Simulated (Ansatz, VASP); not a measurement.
**One calculation of Al, two programs**

```
CELL_PARAMETERS angstrom
2.81246 0.00000 0.00000
-1.40623 2.43566 0.00000
0.00000 0.00000 4.86685
ATOMIC_POSITIONS crystal
Al 0.66667 0.33333 0.75000
Al 0.33333 0.66667 0.25000
```

Alike in both runs: task relaxation of cell and atoms; functional PBEsol; k mesh 18 × 18 × 10; occupations gaussian, width 0.1 eV; no spin polarisation.

```csv
,VASP,Ansatz
version,VASP 6.6.1,Ansatz 0.2.0
potentials or method,"VASP PAW PBE potentials, release 64 (Al), cutoff 600 eV","scalar-relativistic, plane waves, PAW"
valence electrons in the cell,6,6
```

Ansatz gave:

- gap on the k mesh at the Fermi level, each at its own relaxed structure (eV): none
- relaxed volume (Å³/atom): 16.31
- relaxed length of the cell vector where the two differ most in proportion (Å): 4.637

Q: What did VASP give for the same quantities?

A: gap on the k mesh at the Fermi level, each at its own relaxed structure (eV): none; relaxed volume (Å³/atom): 16.32; relaxed length of the cell vector where the two differ most in proportion (Å): 4.716.

VASP's potentials were made for PBE, not for PBEsol. A gap of «none» marks a metal or a gap that the smearing closes.
